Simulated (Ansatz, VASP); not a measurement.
# BaTe: VASP beside Ansatz

```
Ba Te
1.0
     0.00000    3.53226    3.53226
     3.53226    0.00000    3.53226
     3.53226    3.53226    0.00000
Ba Te
1 1
Direct
  0.00000 0.00000 0.00000
  0.50000 0.50000 0.50000
```

Alike in both runs: task single point; functional PBE; k mesh 8 × 8 × 8; occupations gaussian, width 0.05 eV; no spin polarisation.

|  | VASP | Ansatz |
| --- | --- | --- |
| version | VASP 6.6.1 | Ansatz 0.2.0 |
| potentials or method | VASP PAW PBE potentials, release 64 (Ba_sv, Te), cutoff 500 eV | scalar-relativistic, plane waves, PAW |
| valence electrons in the cell | 16 | 26 |

|  | VASP | Ansatz | Ansatz less VASP |
| --- | --- | --- | --- |
| gap on the k mesh at the Fermi level (eV) | 1.58 | 1.66 | +0.077 |
| least direct gap on the mesh (eV) | 1.96 | 2.01 | +0.049 |
| pressure (GPa) | 0.3 | 0.0 | -0.30 |

VASP's potentials hold 16 valence electrons a cell and Ansatz's 26, so a difference there can come from the potentials and not from the codes.

Spin-orbit coupling is off throughout.
